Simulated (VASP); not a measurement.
Ni:

```xyz
2
Lattice="2.4480 0.0000 0.0000 -1.2240 2.1200 0.0000 0.0000 0.0000 4.0728" Properties=species:S:1:pos:R:3 pbc="T T T"
Ni    0.0000    1.4134    1.0182
Ni    1.2240    0.7067    3.0546
```

This isn't the form of Ni at room conditions, which is fcc.

Base run:

| Property | Result |
| --- | --- |
| Program | VASP 6.6.1 |
| Functional | PBEsol |
| Potentials or basis | VASP PAW PBE potentials, release 64 (Ni) |
| Cutoff | 600 eV |
| k mesh | 13 × 13 × 7 |
| Occupations | fermi-dirac, width 0.2 eV |
| Spin | collinear spin, ferromagnetic start |
| Starting moments | [1.5, 1.5] μB |

Its results: pressure -2.3 GPa; net moment 0.93 μB per cell; site moments Ni +0.47 μB.

The run is repeated on the same cell with these changes: occupations from fermi-dirac, width 0.2 eV to fermi-dirac, width 0.05 eV. What comes out?

Pressure -3.3 GPa; net moment 1.24 μB per cell; site moments Ni +0.63 μB.

Caveats: the PAW data sets were made with another functional, which shifts forces and pressure a little; the cell stands under tension (at least some runs).
